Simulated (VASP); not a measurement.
A run of VASP 6.6.1:

File INCAR:

```
SYSTEM = Au
PREC = Accurate ; ENCUT = 520
EDIFF = 1E-7 ; ISMEAR = 0
SIGMA = 0.15 ; LREAL = .False.
LASPH = .True. ; NELM = 100
ALGO = Normal ; ISIF = 2
LWAVE = .False. ; LCHARG = .False.
GGA = PS ; NBANDS = 12
```

Contents of KPOINTS:

```
Automatic mesh
0
Gamma
  20 20 20
  0 0 0
```

The input POSCAR:

```
Au
1.0
   -1.6572690000      1.6572690000      1.6655553450
    1.6572690000     -1.6572690000      1.6655553450
    1.6572690000      1.6572690000     -1.6655553450
Au
1
Direct
    0.0000000000      0.0000000000      0.0000000000
```

Potentials or basis: VASP PAW PBE potentials, release 64 (Au).

Run with:

```sh
$ cat potpaw_PBE.64/Au/POTCAR > POTCAR
$ mpirun -np 1 vasp_std > vasp.out
```

Hardware: 1 thread of Intel(R) Xeon(R) 6975P-C (Granite Rapids), on a shared host.

Task: How long does it take, and how much memory?

Result: Wall time 30 s on 1 thread of Intel(R) Xeon(R) 6975P-C (Granite Rapids) (shared host), peak memory 0.25 GiB. Counts: scf iterations 11, k points 641.
